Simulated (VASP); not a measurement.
Here is a VASP 6.6.1 calculation.

File POSCAR:

```
ZnS
1.0
    0.0000000000      2.5964640000      2.7046500000
    2.5964640000      0.0000000000      2.7046500000
    2.5964640000      2.5964640000      0.0000000000
Zn S
1 1
Direct
    0.0000000000      0.0000000000      0.0000000000
    0.7500000000      0.7500000000      0.7500000000
```

The input INCAR.step1:

```
SYSTEM = ZnS
PREC = Accurate
ENCUT = 520
ISMEAR = 0
SIGMA = 0.05
LREAL = .False.
LASPH = .True.
NELM = 60
NBANDS = 16
GGA = PE
ALGO = Normal
EDIFF = 1E-4
LWAVE = .True.
LCHARG = .False.
```

File INCAR.step2:

```
SYSTEM = ZnS
PREC = Accurate
ENCUT = 520
EDIFF = 1E-6
ISMEAR = 0
SIGMA = 0.05
LREAL = .False.
LASPH = .True.
NELM = 60
ALGO = Normal
ISIF = 2
LWAVE = .False.
LCHARG = .True.
METAGGA = R2SCAN
LMIXTAU = .True.
LELF = .True.
LVHAR = .True.
NBANDS = 16
ISTART = 1
```

File KPOINTS:

```
regular mesh
0
Gamma
  8 8 8
  0 0 0
```

Potentials or basis: VASP PAW PBE potentials, release 64 (Zn, S).

Run with:

```bash
$ cat potpaw_PBE.64/Zn/POTCAR potpaw_PBE.64/S/POTCAR > POTCAR
$ cp INCAR.step1 INCAR
$ mpirun -np 1 vasp_std > vasp.out
$ cp INCAR.step2 INCAR
$ mpirun -np 1 vasp_std > vasp.out
```

Task: What does it give for the band gap on the k mesh?

Result: 2.99 eV, direct.

Task: What does it give for the pressure?

Result: 6.5 GPa.

Stress tensor (GPa, compression positive):
```
7.06 0.00 0.00
0.00 7.06 0.00
0.00 0.00 5.25
```

Caveat: the cell differs from its parent crystal (strain -0.040 along x and y, +0.000 along z); the PAW data sets were made with another functional, which shifts forces and pressure a little. A k mesh can miss the band edges.
